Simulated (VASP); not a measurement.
**SnO2: single point with PBE**

Crystal: SnO2.

```
CELL_PARAMETERS angstrom
4.75287 0.00000 0.00000
0.00000 4.75288 0.00000
0.00000 0.00000 3.34079
ATOMIC_POSITIONS crystal
Sn 0.50000 0.50000 0.50000
Sn 0.00000 0.00000 0.00000
O 0.27728 0.27734 0.00000
O 0.77728 0.22266 0.50000
O 0.22272 0.77734 0.50000
O 0.72272 0.72266 0.00000
```

This cell differs from its parent crystal: atoms shifted along a free coordinate, c/a of the conventional cell at fixed volume 0.7029.

* Program: VASP 6.6.1
* Task: single point
* Functional: PBE
* Potentials or basis: VASP PAW PBE potentials, release 64 (Sn_d, O)
* Cutoff: 520 eV
* k mesh: 6 × 6 × 8
* Occupations: gaussian, width 0.05 eV
* Spin: no spin polarisation

```yaml
Pressure: 8.1 GPa
Largest_force: 4.134 eV/Å
Band_gap_on_the_k_mesh: 0.42 eV
```

Forces in eV/Å, atoms in the order of the input:
```
Sn   0.000  0.000  0.000
Sn   0.000  0.000  0.000
O    2.923  2.923  0.000
O    2.923 -2.923  0.000
O   -2.923  2.923  0.000
O   -2.923 -2.923  0.000
```

Stress tensor (GPa, compression positive):
```
14.42  0.00  0.00
 0.00 14.44  0.00
 0.00  0.00 -4.59
```

Levels at points of the mesh, in eV from the valence-band top:
```
           k point  band 23  band 24  band 25  band 26  band 27  band 28  band 29  band 30
(0.00, 0.00, 0.00)    -1.21    -0.79    -0.79     0.00     0.42     5.62     5.62     6.59
(0.50, 0.00, 0.00)    -1.23    -1.23    -0.53    -0.53     4.08     4.08     7.09     7.09
(0.00, 0.50, 0.00)    -1.23    -1.23    -0.53    -0.53     4.08     4.08     7.09     7.09
(0.50, 0.50, 0.00)    -1.45    -1.45    -0.80    -0.80     4.99     4.99     7.25     7.25
(0.00, 0.00, 0.50)    -1.64    -1.64    -1.18    -1.18     5.28     5.28     8.51     8.51
(0.50, 0.00, 0.50)    -1.02    -1.02    -0.64    -0.64     5.73     5.73     6.95     6.95
(0.00, 0.50, 0.50)    -1.02    -1.02    -0.64    -0.64     5.73     5.73     6.95     6.95
(0.50, 0.50, 0.50)    -0.71    -0.71    -0.62    -0.62     3.15     3.15     9.44     9.44
```

It took 64 s on 1 thread of Intel(R) Xeon(R) 6975P-C (Granite Rapids), with other jobs on the host, peak memory 0.29 GiB.

Caveat: the cell stands under pressure; spin-orbit coupling is left out, which moves the levels of the heavy elements; forces of over 1 eV/Å act on the atoms, so gaps and moduli don't describe the material at rest.
